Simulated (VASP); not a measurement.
# CuNiCO (P4/nmm) in VASP: single point with r2SCAN

Aim: the single point of CuNiCO with r2SCAN.

Program: VASP 6.6.1. These are calculated values, not measurements. Logs are shortened: lines on timing, memory, paths and dates and some standing lists are left out, and cuts for length are marked.

**1. The cell of the first run**

It takes space group P4/nmm (No. 129, tetragonal). The conventional cell has a = 3.402 Å, b = 3.402 Å, c = 7.695 Å, α = 90.00°, β = 90.00°, γ = 90.00°. Cu (site symmetry -4m2) has 4 C at 2.08 Å and 4 Cu at 2.41 Å within 2.8 Å. C (site symmetry 4mm) has 4 Cu at 2.08 Å within 2.8 Å. Within 2.4 Å of Ni (site symmetry -4m2) lie 4 O at 1.79 Å. O (site symmetry 4mm) has 4 Ni at 1.79 Å within 2.4 Å.

**2. Single point, r2SCAN**

Contents of POSCAR:

```
CuNiCO
1.0
    3.4018710700      0.0000000000      0.0000000000
    0.0000000000      3.4018710700      0.0000000000
    0.0000000000      0.0000000000      7.6949096800
Cu C Ni O
2 2 2 2
Direct
    0.7500000000      0.2500000000      0.5000000000
    0.2500000000      0.7500000000      0.5000000000
    0.2500000000      0.2500000000      0.3442000000
    0.7500000000      0.7500000000      0.6558000000
    0.2500000000      0.7500000000      0.0000000000
    0.7500000000      0.2500000000      0.0000000000
    0.2500000000      0.2500000000      0.9256000000
    0.7500000000      0.7500000000      0.0744000000
```

Contents of INCAR.step1:

```
PREC = Accurate
ENCUT = 520
ISMEAR = -1
SIGMA = 0.1
LREAL = F
LASPH = T
NELM = 60
NBANDS = 41
GGA = PE
ALGO = Normal
EDIFF = 1E-4
LWAVE = T
LCHARG = F
```

Contents of INCAR.step2:

```
PREC = Accurate
ENCUT = 520
EDIFF = 1E-7
ISMEAR = -1
SIGMA = 0.1
LREAL = F
LASPH = T
NELM = 60
ALGO = Normal
ISIF = 2
LWAVE = F
LCHARG = F
METAGGA = R2SCAN
LMIXTAU = T
NBANDS = 41
ISTART = 1
```

Contents of KPOINTS:

```
regular mesh
0
Gamma
  5 5 3
```

Potentials or basis: VASP PAW PBE potentials, release 64 (Cu, C, Ni, O).

Launch:

```sh
cat potpaw_PBE.64/Cu/POTCAR potpaw_PBE.64/C/POTCAR potpaw_PBE.64/Ni/POTCAR potpaw_PBE.64/O/POTCAR > POTCAR
cp INCAR.step1 INCAR
mpirun -np 1 vasp_std > vasp.out
cp INCAR.step2 INCAR
mpirun -np 1 vasp_std > vasp.out
```

OUTCAR:

```text
PREC = Accurate
   ENCUT = 520
   EDIFF = 1E-7
   ISMEAR = -1
   LREAL = F
   LASPH = T
   NELM = 60
   ISIF = 2
   METAGGA = R2SCAN
   ISTART = 1

 ion  position               nearest neighbor table
   1  0.750  0.250  0.500-   3 2.08   4 2.08   4 2.08   3 2.08   2 2.41   2 2.41   2 2.41   2 2.41

   2  0.250  0.750  0.500-   3 2.08   4 2.08   3 2.08   4 2.08   1 2.41   1 2.41   1 2.41   1 2.41

   3  0.250  0.250  0.344-   1 2.08   2 2.08   2 2.08   1 2.08
   4  0.750  0.750  0.656-   1 2.08   2 2.08   1 2.08   2 2.08
   5  0.250  0.750  0.000-   7 1.79   8 1.79   7 1.79   8 1.79   6 2.41   6 2.41   6 2.41   6 2.41

   6  0.750  0.250  0.000-   7 1.79   8 1.79   8 1.79   7 1.79   5 2.41   5 2.41   5 2.41   5 2.41

   7  0.250  0.250  0.926-   5 1.79   6 1.79   5 1.79   6 1.79
   8  0.750  0.750  0.074-   5 1.79   6 1.79   6 1.79   5 1.79

  LATTYP: Found a simple tetragonal cell.
 ALAT       =     3.4018710700
 C/A-ratio  =     2.2619639374

  Lattice vectors:

 A1 = (   3.4018710700,   0.0000000000,   0.0000000000)
 A2 = (   0.0000000000,   3.4018710700,   0.0000000000)
 A3 = (   0.0000000000,   0.0000000000,   7.6949096800)

Analysis of symmetry for initial positions (statically):
=====================================================================
 Subroutine PRICEL returns:
 Original cell was already a primitive cell.

 Routine SETGRP: Setting up the symmetry group for a
 simple tetragonal supercell.

 Subroutine GETGRP returns: Found 16 space group operations
 (whereof  4 operations were pure point group operations)
 out of a pool of 16 trial point group operations.

The static configuration has the point symmetry C_2h.
 The point group associated with its full space group is D_4h.

Analysis of symmetry for dynamics (positions and initial velocities):
=====================================================================
 Subroutine PRICEL returns:
 Original cell was already a primitive cell.

 Routine SETGRP: Setting up the symmetry group for a
 simple tetragonal supercell.

 Subroutine GETGRP returns: Found 16 space group operations
 (whereof  4 operations were pure point group operations)
 out of a pool of 16 trial point group operations.

The dynamic configuration has the point symmetry C_2h.
 The point group associated with its full space group is D_4h.

 Subroutine INISYM returns: Found 16 space group operations
 (whereof  4 operations are pure point group operations),
 and found     1 'primitive' translations

----------------------------------------------------------------------------------------

                                     Primitive cell

  volume of cell :      89.0511

  direct lattice vectors                    reciprocal lattice vectors
     3.401871070  0.000000000  0.000000000     0.293955879  0.000000000  0.000000000
     0.000000000  3.401871070  0.000000000     0.000000000  0.293955879  0.000000000
     0.000000000  0.000000000  7.694909680     0.000000000  0.000000000  0.129956041

  length of vectors
     3.401871070  3.401871070  7.694909680     0.293955879  0.293955879  0.129956041

  position of ions in fractional coordinates (direct lattice)
     0.750000000  0.250000000  0.500000000
     0.250000000  0.750000000  0.500000000
     0.250000000  0.250000000  0.344200000
     0.750000000  0.750000000  0.655800000
     0.250000000  0.750000000  0.000000000
     0.750000000  0.250000000  0.000000000
     0.250000000  0.250000000  0.925600000
     0.750000000  0.750000000  0.074400000

  ion indices of the primitive-cell ions
   primitive index   ion index
                 1           1
                 2           2
                 3           3
                 4           4
                 5           5
                 6           6
                 7           7
                 8           8

----------------------------------------------------------------------------------------

 KPOINTS: regular mesh

Automatic generation of k-mesh.
 Grid dimensions read from file:
 generate k-points for:    5    5    3

 Generating k-lattice:

  Cartesian coordinates                     Fractional coordinates (reciprocal lattice)
     0.058791176  0.000000000  0.000000000     0.200000000  0.000000000  0.000000000
     0.000000000  0.058791176  0.000000000     0.000000000  0.200000000  0.000000000
     0.000000000  0.000000000  0.043318680     0.000000000  0.000000000  0.333333333

  Length of vectors
     0.058791176  0.058791176  0.043318680

  Shift w.r.t. Gamma in fractional coordinates (k-lattice)
     0.000000000  0.000000000  0.000000000

 Subroutine IBZKPT returns following result:
 ===========================================

 Found     12 irreducible k-points:

 Following reciprocal coordinates:
            Coordinates               Weight
  0.000000  0.000000  0.000000      1.000000
  0.200000  0.000000  0.000000      4.000000
  0.400000  0.000000  0.000000      4.000000
  0.200000  0.200000  0.000000      4.000000
  0.400000  0.200000  0.000000      8.000000
  0.400000  0.400000  0.000000      4.000000
  0.000000  0.000000  0.333333      2.000000
  0.200000  0.000000  0.333333      8.000000
  0.400000  0.000000  0.333333      8.000000
  0.200000  0.200000  0.333333      8.000000
  0.400000  0.200000  0.333333     16.000000
  0.400000  0.400000  0.333333      8.000000
   k-points           NKPTS =     12   k-points in BZ     NKDIM =     12   number of bands    NBANDS=     41
   number of dos      NEDOS =    301   number of ions     NIONS =      8
   total plane-waves  NPLWV =  47040
   dimension x,y,z NGX =    28 NGY =   28 NGZ =   60
   dimension x,y,z NGXF=    56 NGYF=   56 NGZF=  120
   ions per type =               2   2   2   2
   NGX,Y,Z   is equivalent  to a cutoff of  13.68, 13.68, 12.96 a.u.
   NGXF,Y,Z  is equivalent  to a cutoff of  27.37, 27.37, 25.93 a.u.
 SYSTEM =  unknown system
   PREC   = accura    normal or accurate (medium, high low for compatibility)
   ISTART =      1    job   : 0-new  1-cont  2-samecut
   ICHARG =      0    charge: 1-file 2-atom 10-const
   ISPIN  =      1    spin polarized calculation?
   LNONCOLLINEAR =      F non collinear calculations
   LSORBIT =      F    spin-orbit coupling
   LASPH  =      T    aspherical Exc in radial PAW
   ENCUT  =  520.0 eV  38.22 Ry    6.18 a.u.   6.33  6.33 14.31*2*pi/ulx,y,z
   NELM   =     60;   NELMIN=  2; NELMDL=  0     # of ELM steps
   EDIFF  = 0.1E-06   stopping-criterion for ELM
   LREAL  =      F    real-space projection
   EDIFFG = 0.1E-05   stopping-criterion for IOM
   NSW    =      0    number of steps for IOM
   IBRION =     -1    ionic relax: 0-MD 1-quasi-New 2-CG
   NFREE  =      0    steps in history (QN), initial steepest desc. (CG)
   ISIF   =      2    stress and relaxation
   ISYM   =      2    0-nonsym 1-usesym 2-fastsym
   POTIM  = 0.5000    time-step for ionic-motion
   TEBEG  =    0.0;   TEEND  =   0.0 temperature during run
   PSTRESS=    0.0 pullay stress
   NELECT =      62.0000    total number of electrons
   NUPDOWN=      -1.0000    fix difference up-down
   EMIN   =  10.00;   EMAX   =-10.00  energy-range for DOS
   EFERMI =   0.00;   METHOD = LEGACY
   ISMEAR =    -1;   SIGMA  =   0.10  broadening in eV -4-tet -1-fermi 0-gaus
   EFERMI_NEDOS =   21; number of points for ismear=-14 and -15
   IALGO  =     38    algorithm
   IMIX   =      4    mixing-type and parameters
     AMIX     =   0.40;   BMIX     =  1.00
     AMIX_MAG =   1.60;   BMIX_MAG =  1.00
  volume/ion in A,a.u.               =      11.13        75.12
  Fermi-wavevector in a.u.,A,eV,Ry     =   1.450972  2.741939 28.644608  2.105319
  Thomas-Fermi vector in A             =   2.568523
   LORBIT       =      0    0 simple, 1 ext, 2 COOP (PROOUT), +10 PAW based schemes
   METAGGA = R2SCAN    functional components
   LHFCALC =     F    Hartree Fock is set to
   AEXX    =    0.0000 exact exchange contribution
   IVDW    =     0    specifies the selected vdW correction
   LEPSILON=     F    determine dielectric tensor
   LRPA    =     F    only Hartree local field effects (RPA)
 non-spin polarized calculation
  energy-cutoff  :      520.00
  volume of cell :       89.05
 maximum number of plane-waves:      2412
 NGX is ok and might be reduce to    28
   NGX = 13   NGY = 13   NGZ = 29

 number of electron      62.0000015 magnetization

 Free energy of the ion-electron system (eV)
  ---------------------------------------------------
  ext. energy  EPLUGINS =         0.00000000
  ---------------------------------------------------
  free energy    TOTEN  =       -70.10829725 eV

  energy without entropy =      -69.93191179  energy(sigma->0) =      -70.02010452

 E-fermi :   5.3083     XC(G=0): -12.0466

 val. band max:        5.2931241676   @ k =   0.2000   0.0000   0.0000
 cond. band min:       5.3400910726   @ k =   0.2000   0.0000   0.3333
 fundamental gap:      0.0469669050
 Fermi energy:         5.3082762876

 k-point     1 :       0.0000    0.0000    0.0000
  band No.  band energies     occupation
      1     -17.6444      2.00000
      2     -16.4553      2.00000
      3      -7.5653      2.00000
      4      -5.7091      2.00000
      5      -2.1183      2.00000
      6      -2.1183      2.00000
[... 33 lines left out ...]
     40      14.0696      0.00000
     41      14.0756      0.00000

 k-point     2 :       0.2000    0.0000    0.0000
  band No.  band energies     occupation
      1     -17.4292      2.00000
      2     -16.4465      2.00000
      3      -7.2177      2.00000
      4      -5.6514      2.00000
      5      -2.5287      2.00000
      6      -2.3240      2.00000
[... 429 lines left out ...]
     40      14.0497      0.00000
     41      15.2971      0.00000

 k-point    12 :       0.4000    0.4000    0.3333
  band No.  band energies     occupation
      1     -16.4836      2.00000
      2     -16.3551      2.00000
      3      -5.6043      2.00000
      4      -5.3781      2.00000
      5      -4.2241      2.00000
      6      -4.2174      2.00000
[... 33 lines left out ...]
     40      14.3638      0.00000
     41      14.6357      0.00000

------------------------ aborting loop because EDIFF is reached ----------------------------------------

  FORCE on cell =-STRESS in cart. coord.  units (eV):
  Direction    XX          YY          ZZ          XY          YZ          ZX
  --------------------------------------------------------------------------------------
  -------------------------------------------------------------------------------------
  Total       15.8185406     15.8185406     -7.0353780      0.0000000      0.0000000     -0.0000000
  in kB      284.6018834    284.6018834   -126.5781641      0.0000000      0.0000000     -0.0000000
  external PRESSURE =     147.5418676 kB  Pullay stress =       0.0000000 kB

 VOLUME and BASIS-vectors are now :
 -----------------------------------------------------------------------------
  energy-cutoff  :      520.00
  volume of cell :       89.05
      direct lattice vectors                 reciprocal lattice vectors
     3.401871070  0.000000000  0.000000000     0.293955879  0.000000000  0.000000000
     0.000000000  3.401871070  0.000000000     0.000000000  0.293955879  0.000000000
     0.000000000  0.000000000  7.694909680     0.000000000  0.000000000  0.129956041

 POSITION                                       TOTAL-FORCE (eV/Angst)
 -----------------------------------------------------------------------------------
      2.55140      0.85047      3.84745        -0.000000     -0.000000     -0.000000
      0.85047      2.55140      3.84745         0.000000      0.000000     -0.000000
      0.85047      0.85047      2.64859         0.000000      0.000000      2.563115
      2.55140      2.55140      5.04632         0.000000     -0.000000     -2.563115
      0.85047      2.55140      0.00000         0.000000     -0.000000     -0.000000
      2.55140      0.85047      0.00000        -0.000000     -0.000000     -0.000000
      0.85047      0.85047      7.12241        -0.000000     -0.000000     -0.605979
      2.55140      2.55140      0.57250        -0.000000      0.000000      0.605979
 -----------------------------------------------------------------------------------
    total drift:                                0.000000      0.000000     -0.000000

  FREE ENERGIE OF THE ION-ELECTRON SYSTEM (eV)
  ---------------------------------------------------
  free  energy   TOTEN  =       -70.1082972517 eV

  energy  without entropy=      -69.9319117850  energy(sigma->0) =      -70.02010452
```

It took 6.7 min on 1 thread of Intel Xeon 8259CL, shared host; peak memory 0.24 GiB.

What came out:

| Quantity | Value |
| --- | --- |
| Free energy | -70.1083 eV |
| Pressure | 14.8 GPa |
| Largest force | 2.563 eV/Å |
| Band gap on the k mesh | zero (band 31 reaches 5.64 eV, above the bottom of band 32 at 4.41 eV) |

Forces in eV/Å, atoms in the order of the input:
```
Cu   0.000  0.000  0.000
Cu   0.000  0.000  0.000
C    0.000  0.000  2.563
C    0.000  0.000 -2.563
Ni   0.000  0.000  0.000
Ni   0.000  0.000  0.000
O    0.000  0.000 -0.606
O    0.000  0.000  0.606
```

Caveat: the k points lie up to 0.37 Å⁻¹ apart; the PAW data sets were made with another functional, which shifts forces and pressure a little; the run has no spin polarisation, though such a crystal can be magnetic.
